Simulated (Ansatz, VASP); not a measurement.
## One calculation of Ge, two programs

The input POSCAR:

```
Ge
1.0
    0.0000000000      2.0983605250      2.0983605250
    2.0983605250      0.0000000000      2.0983605250
    2.0983605250      2.0983605250      0.0000000000
Ge
1
Direct
    0.0000000000      0.0000000000      0.0000000000
```

The input INCAR.step1:

```
ALGO = Normal
EDIFF = 1E-4
ENCUT = 520
GGA = PE
ISMEAR = 0
LASPH = True
LCHARG = False
LREAL = False
LWAVE = True
NBANDS = 13
NELM = 80
PREC = Accurate
SIGMA = 0.15
```

The input INCAR.step2:

```
ALGO = Normal
EDIFF = 1E-7
ENCUT = 520
ISIF = 2
ISMEAR = 0
ISTART = 1
LASPH = True
LCHARG = True
LELF = True
LMIXTAU = True
LREAL = False
LVHAR = True
LWAVE = False
METAGGA = R2SCAN
NBANDS = 13
NELM = 80
PREC = Accurate
SIGMA = 0.15
```

File KPOINTS:

```
k-points
0
Gamma
  20 20 20
```

Input for Ansatz:

```yaml
crystal:
  lattice:
    - [0.0, 2.098360525, 2.098360525]
    - [2.098360525, 0.0, 2.098360525]
    - [2.098360525, 2.098360525, 0.0]
  atoms:
    - { symbol: Ge, position: [0.0, 0.0, 0.0] }
basis:
  ecutwfc: 500
kpoints:
  mp_grid: { grid: [20, 20, 20] }
hamiltonian:
  xc: r2scan
scf:
  occupations: { method: gaussian, width: 0.15 }
output:
  forces: true
  stress: true
  eigenvalues: true
```

Alike in both runs: task single point; functional r2SCAN; k mesh 20 × 20 × 20; occupations gaussian, width 0.15 eV; no spin polarisation.

|  | VASP | Ansatz |
| --- | --- | --- |
| version | VASP 6.6.1 | Ansatz 0.2.0 |
| potentials or method | VASP PAW PBE potentials, release 64 (Ge_d), cutoff 520 eV | scalar-relativistic, plane waves, PAW |
| valence electrons in the cell | 14 | 14 |

```tsv
	VASP	Ansatz	Ansatz less VASP
gap on the k mesh at the Fermi level (eV)	none	none	-
pressure (GPa)	1.7	1.9	+0.19
```

VASP's potentials were made for PBE, not for r2SCAN. A gap of «none» marks a metal or a gap that the smearing closes.
